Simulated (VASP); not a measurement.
ZnS:

```
CELL_PARAMETERS angstrom
1.90307 1.09874 9.35195
-1.90307 1.09874 9.35195
0.00000 -2.19748 9.35195
ATOMIC_POSITIONS crystal
Zn 0.99997 0.99997 0.99997
Zn 0.22227 0.22227 0.22227
Zn 0.44461 0.44461 0.44461
S 0.08327 0.08327 0.08327
S 0.52784 0.52784 0.52784
S 0.30536 0.30536 0.30536
```

Base run:

- Program: VASP 6.6.1
- Functional: LDA
- Potentials or basis: VASP PAW LDA potentials, release 64 (Zn, S)
- Cutoff: 500 eV
- k mesh: 6 × 6 × 6
- Occupations: gaussian, width 0.01 eV
- Spin: no spin polarisation
- Hubbard terms: Zn d U = 8.0 eV

Its results: band gap on the k mesh 2.46 eV; pressure -7.1 GPa; largest force 0.026 eV/Å.

Task: The run is repeated on the same cell with these changes: hubbard terms from Zn d U = 8.0 eV to Zn d U = 2.0 eV. What comes out?

Result: Band gap on the k mesh 2.10 eV; pressure -4.3 GPa; largest force 0.016 eV/Å.

Caveats: the cell stands under tension.

A k mesh can miss the band edges.
